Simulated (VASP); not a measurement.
The system is BaTe.

```
Ba Te
1.0
     0.00000    3.47140    3.47140
     3.47140    0.00000    3.47140
     3.47140    3.47140    0.00000
Ba Te
1 1
Direct
  0.01038 0.99173 0.99615
  0.48962 0.50827 0.50385
```

* Program: VASP 6.6.1
* Task: relaxation of cell and atoms
* Functional: PBEsol
* Potentials or basis: VASP PAW PBE potentials, release 64 (Ba_sv, Te)
* Cutoff: 600 eV
* k mesh: 6 × 6 × 6
* Occupations: gaussian, width 0.05 eV
* Spin: no spin polarisation

At the start: pressure 0.4 GPa; volume 41.83 Å³/atom.

Q: Where does the relaxation end?

A: Over 8 steps the energy falls by 6.0 meV/atom and the volume is 42.31 Å³/atom (+1.2 %); space group Cm (No. 8, to 0.1 Å) before, Fm-3m (No. 225, to 0.1 Å).

Step by step:
```csv
step,energy change (eV),largest force (eV/Å),pressure (GPa),volume (Å³)
1,0.0000,0.2273,0.44,83.66
2,-0.0057,0.1601,-0.13,85.08
3,-0.0061,0.1383,-0.32,85.59
4,-0.0097,0.0896,-0.18,85.14
5,-0.0119,0.0011,0.09,84.37
6,-0.0119,0.0075,0.07,84.43
7,-0.0120,0.0032,-0.03,84.69
8,-0.0120,0.0009,0.00,84.63
```

Final structure:
```yaml
crystal:
  lattice:
    - [0.00362, 3.48419, 3.48421]
    - [3.48557, 0.00226, 3.48559]
    - [3.48742, 3.48742, 0.00041]
  atoms:
    - { symbol: Ba, position: [0.99996, 0.00002, 0.99999] }
    - { symbol: Te, position: [0.50004, 0.49998, 0.50001] }
```

Caveat: the PAW data sets were made with another functional, which shifts forces and pressure a little.
